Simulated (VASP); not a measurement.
A run of VASP 6.6.1 is set up as follows.

INCAR

```
ALGO = Normal ; EDIFF = 1E-7
ENCUT = 520 ; GGA = PE
ISIF = 2 ; ISMEAR = 0
LASPH = T ; LCHARG = F
LREAL = F ; LWAVE = F
NBANDS = 34 ; NELM = 100
PREC = Accurate ; SIGMA = 0.2
```

File KPOINTS:

```
k-points
0
Gamma
  6 6 4
```

The input POSCAR:

```
BiAs2
1.0
    4.6934001676      0.0000000000      0.0000000000
   -2.3467000838      4.0646037753      0.0000000000
    0.0000000000      0.0000000000      7.5802602877
Bi As
2 4
Direct
    1.0000000000      0.0000000000      0.0000000000
    1.0000000000      0.0000000000      0.5000000000
    0.3333333333      0.6666666667      0.2500000000
    0.3333333333      0.6666666667      0.7500000000
    0.6666666667      0.3333333333      0.2500000000
    0.6666666667      0.3333333333      0.7500000000
```

Potentials or basis: VASP PAW PBE potentials, release 64 (Bi_d, As).

Run with:

```sh
$ cat potpaw_PBE.64/Bi_d/POTCAR potpaw_PBE.64/As/POTCAR > POTCAR
$ mpirun -np 1 vasp_std > vasp.out
```

(1) What does it give for the pressure?

(2) Estimate the band gap on the k mesh.

## Answers

(1) 0.1 GPa.

(2) zero (band 25 reaches 7.29 eV, above the bottom of band 26 at 4.72 eV).

Caveat: spin-orbit coupling is left out, which moves the levels of the heavy elements.
